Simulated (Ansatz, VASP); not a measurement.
## NaHF2 in VASP and in Ansatz

```
CELL_PARAMETERS angstrom
1.72845 0.99792 4.59248
-1.72845 0.99792 4.59248
0.00000 -1.99584 4.59248
ATOMIC_POSITIONS crystal
Na 0.00000 0.00000 0.00000
H 0.50000 0.50000 0.50000
F 0.41000 0.41000 0.41000
F 0.59000 0.59000 0.59000
```

Change from the starting cell: zz strain of -1 %.

Alike in both runs: task single point; functional LDA; k mesh 10 × 10 × 10; occupations fermi-dirac, width 0.02 eV; no spin polarisation.

|  | VASP | Ansatz |
| --- | --- | --- |
| version | VASP 6.6.1 | Ansatz 0.2.0 |
| potentials or method | VASP PAW LDA potentials, release 64 (Na_pv, H, F), cutoff 520 eV | all-electron LAPW, scalar-relativistic |

|  | VASP | Ansatz | Ansatz less VASP |
| --- | --- | --- | --- |
| gap on the k mesh at the Fermi level (eV) | 6.38 | 6.41 | +0.024 |
| pressure (GPa) | -6.4 | -6.3 | +0.04 |
| traceless stress, the component that is largest in VASP (GPa) | -9.85 | -10.24 | -0.390 |
| rms of the force components (eV/Å) | 0.814 | 0.836 | +0.0211 |

LDA's correlation is that of Perdew and Zunger in VASP and of Perdew and Wang (1992) in Ansatz. Atom by atom the forces differ by 0.021 eV/Å (rms over components). Ansatz ran all-electron here, and VASP with PAW potentials.
